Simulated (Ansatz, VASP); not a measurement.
## One calculation of SrO, two programs

```xyz
4
Lattice="4.2755 0.0000 0.0000 -2.1377 3.7027 0.0000 0.0000 0.0000 5.1556" Properties=species:S:1:pos:R:3 pbc="T T T"
Sr    0.0000    2.4684    4.8366
Sr    2.1377    1.2342    2.2588
O     0.0000    2.4684    2.2523
O     2.1377    1.2342    4.9201
```

Change from the starting cell: one atom moved.

Alike in both runs: task single point; functional PBEsol; k mesh 9 × 9 × 6; occupations gaussian, width 0.02 eV; no spin polarisation.

```csv
,VASP,Ansatz
version,VASP 6.6.1,Ansatz 0.2.0
potentials or method,"VASP PAW PBE potentials, release 64 (Sr_sv, O), cutoff 520 eV","scalar-relativistic, plane waves, PAW"
valence electrons in the cell,32,32
```

|  | VASP | Ansatz | Ansatz less VASP |
| --- | --- | --- | --- |
| gap on the k mesh at the Fermi level (eV) | 2.50 | 2.52 | +0.021 |
| least direct gap on the mesh (eV) | 2.50 | 2.52 | +0.021 |
| pressure (GPa) | -1.4 | -1.9 | -0.48 |
| traceless stress, the component that is largest in VASP (GPa) | 0.07 | 0.04 | -0.024 |
| rms of the force components (eV/Å) | 0.101 | 0.098 | -0.0032 |

VASP's potentials were made for PBE, not for PBEsol. Atom by atom the forces differ by 0.006 eV/Å (rms over components). The functional is the same, so the differences come from potentials, cutoffs and numerics.
